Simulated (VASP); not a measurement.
## GaSb: single point with LDA

Crystal: GaSb.

```
Ga Sb
1.0
     0.00000    3.02446    3.02446
     3.02446    0.00000    3.02446
     3.02446    3.02446    0.00000
Ga Sb
1 1
Direct
  0.00000 0.00000 0.00000
  0.25000 0.25000 0.25000
```

| Property | Result |
| --- | --- |
| Program | VASP 6.6.1 |
| Task | single point |
| Functional | LDA |
| Potentials or basis | VASP PAW LDA potentials, release 64 (Ga_d, Sb) |
| Cutoff | 500 eV |
| k mesh | 12 × 12 × 12 |
| Occupations | gaussian, width 0.1 eV |
| Spin | no spin polarisation |
| Dipole correction | no |
| Further INCAR settings | ALGO = Normal; EDIFF = 1e-06; NBANDS = 16 |

- Pressure: 0.2 GPa

Levels at points of the mesh, in eV from the Fermi level:
```tsv
k point	band 6	band 7	band 8	band 9	band 10	band 11	band 12	band 13
(0.00, 0.00, 0.00)	-11.85	-0.09	-0.09	-0.09	0.03	2.65	2.65	2.65
(0.50, 0.00, 0.00)	-10.14	-6.66	-1.30	-1.30	0.28	3.63	3.63	6.20
(0.50, 0.50, 0.00)	-9.26	-7.10	-2.79	-2.79	0.71	1.01	8.71	8.71
```

It took 28 s on 1 thread of Intel(R) Xeon(R) Platinum 8559C (Emerald Rapids) (shared host), peak memory 0.19 GiB.

Caveat: spin-orbit coupling is left out, which moves the levels of the heavy elements.
